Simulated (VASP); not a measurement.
**SnSe2: band structure with PBE**

System: SnSe2, a sheet with vacuum.

```xyz
3
Lattice="3.8110 0.0000 0.0000 5.7165 3.3004 0.0000 0.0000 0.0000 19.0557" Properties=species:S:1:pos:R:3 pbc="T T T"
Sn    0.0000    0.0000    9.5279
Se    1.9055    1.1001   11.0557
Se    3.8110    2.2003    8.0000
```

```
Program                : VASP 6.6.1
Task                   : band structure
Functional             : PBE
Potentials or basis    : VASP PAW PBE potentials, release 64 (Sn_d, Se)
Cutoff                 : 480 eV
k mesh                 : 14 × 14 × 1
Occupations            : gaussian, width 0.03 eV
Spin                   : no spin polarisation
Tolerance level        : tight
Dipole correction      : yes
Purpose                : bands
Route                  : fixed density (ICHARG 11)
Further INCAR settings : ALGO = Normal; EDIFF = 1e-07; NBANDS = 26; NELMDL = -8
```

```
Band gap on the k mesh  : 0.96 eV (least direct gap 1.26 eV)
Band gap along the path : 0.96 eV (least direct gap 1.26 eV)
```

Levels at the corners of the path, in eV from the valence-band top:
```csv
point,band 9,band 10,band 11,band 12,band 13,band 14,band 15,band 16,band 17,band 18
Γ,-0.95,-0.56,-0.56,-0.12,-0.12,1.76,3.09,4.69,4.69,5.64
M,-4.51,-2.41,-2.23,-0.60,-0.30,0.96,4.22,5.78,5.79,6.12
M,-4.51,-2.41,-2.23,-0.60,-0.30,0.96,4.22,5.78,5.79,6.12
K,-3.76,-3.76,-3.34,-0.74,-0.74,2.19,5.67,5.67,6.97,8.03
K,-3.76,-3.76,-3.34,-0.74,-0.74,2.19,5.67,5.67,6.97,8.03
Γ,-0.95,-0.56,-0.56,-0.12,-0.12,1.76,3.09,4.69,4.69,5.64
Γ,-0.95,-0.56,-0.56,-0.12,-0.12,1.76,3.09,4.69,4.69,5.64
A,-0.95,-0.56,-0.56,-0.12,-0.12,1.76,3.09,4.69,4.69,5.67
A,-0.95,-0.56,-0.56,-0.12,-0.12,1.76,3.09,4.69,4.69,5.67
L,-4.51,-2.41,-2.23,-0.60,-0.30,0.96,4.22,5.78,5.79,6.12
L,-4.51,-2.41,-2.23,-0.60,-0.30,0.96,4.22,5.78,5.79,6.12
H,-3.76,-3.76,-3.34,-0.74,-0.74,2.19,5.67,5.67,6.97,8.03
H,-3.76,-3.76,-3.34,-0.74,-0.74,2.19,5.67,5.67,6.97,8.03
A,-0.95,-0.56,-0.56,-0.12,-0.12,1.76,3.09,4.69,4.69,5.67
L,-4.51,-2.41,-2.23,-0.60,-0.30,0.96,4.22,5.78,5.79,6.12
M,-4.51,-2.41,-2.23,-0.60,-0.30,0.96,4.22,5.78,5.79,6.12
K,-3.76,-3.76,-3.34,-0.74,-0.74,2.19,5.67,5.67,6.97,8.03
H,-3.76,-3.76,-3.34,-0.74,-0.74,2.19,5.67,5.67,6.97,8.03
```

It took 33 min on 1 thread of Intel(R) Xeon(R) Platinum 8259CL CPU @ 2.50GHz (Skylake/Cascade Lake), with other jobs on the host, peak memory 1.5 GiB.

Caveat: the log is that of the step along the path at fixed density, whose energy, stress, charges and moments have no meaning; spin-orbit coupling is left out, which moves the levels of the heavy elements.
